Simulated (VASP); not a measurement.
Write the native input for VASP 6.6.1 that does the following.

- Task: single point
- Functional: PBE
- Potentials or basis: VASP PAW PBE potentials, release 64 (Sc_sv, Sb, Se)
- Cutoff: 520 eV
- k mesh: 4 × 4 × 4
- Occupations: gaussian, width 0.1 eV
- Spin: collinear spin, ferromagnetic start
- Starting moments: [1.0, 0.0, 0.0, 0.0, 0.0] μB
- Dipole correction: no
- Further INCAR settings: ALGO = Normal; EDIFF = 1e-07; NBANDS = 29

The structure of ScSbSe3 lies in POSCAR:

```
ScSbSe3
1.0
    5.0631845400      0.0000000000      0.0000000000
    0.0000000000      5.0631845400      0.0000000000
    0.0000000000      0.0000000000      5.0631845400
Sc Sb Se
1 1 3
Direct
    0.5000000000      0.5000000000      0.5000000000
    0.0000000000      0.0000000000      0.0000000000
    0.0000000000      0.5000000000      0.5000000000
    0.5000000000      0.0000000000      0.5000000000
    0.5000000000      0.5000000000      0.0000000000
```

The input as run:

INCAR

```
ALGO     = Normal         # electronic algorithm
EDIFF    = 1E-7           # SCF threshold, eV
ENCUT    = 520            # plane-wave cutoff, eV
GGA      = PE             # functional
ISIF     = 2              # what is computed and relaxed
ISMEAR   = 0              # smearing method
ISPIN    = 2              # spin polarisation
LASPH    = True           # aspherical terms in the spheres
LCHARG   = False          # write CHGCAR
LMAXMIX  = 4              # l up to which the mixer works
LORBIT   = 11             # projections on sites
LREAL    = False          # projectors in reciprocal space
LWAVE    = False          # write WAVECAR
MAGMOM   = 1 0 0 0 0      # initial moments
NBANDS   = 29             # bands
NELM     = 150            # most SCF steps
PREC     = Accurate       # precision mode
SIGMA    = 0.1            # smearing width, eV
```

KPOINTS

```
k-points
0
Gamma
  4 4 4
```

Potentials or basis: VASP PAW PBE potentials, release 64 (Sc_sv, Sb, Se).

Command:

```console
$ cat potpaw_PBE.64/Sc_sv/POTCAR potpaw_PBE.64/Sb/POTCAR potpaw_PBE.64/Se/POTCAR > POTCAR
$ mpirun -np 1 vasp_std > vasp.out
```

Results of the run:

The pressure is 2.2 GPa and the band gap on the k mesh is zero (filled and empty bands overlap). The net moment is 0.00 μB per cell and the valence electrons inside the program's atomic spheres are Sc 9.62; Sb 2.12; Se 3.84.

Caveat: spin-orbit coupling is left out, which moves the levels of the heavy elements.

It took 40 s on 1 thread of Intel(R) Xeon(R) 6975P-C (Granite Rapids) (shared host), peak memory 0.31 GiB.
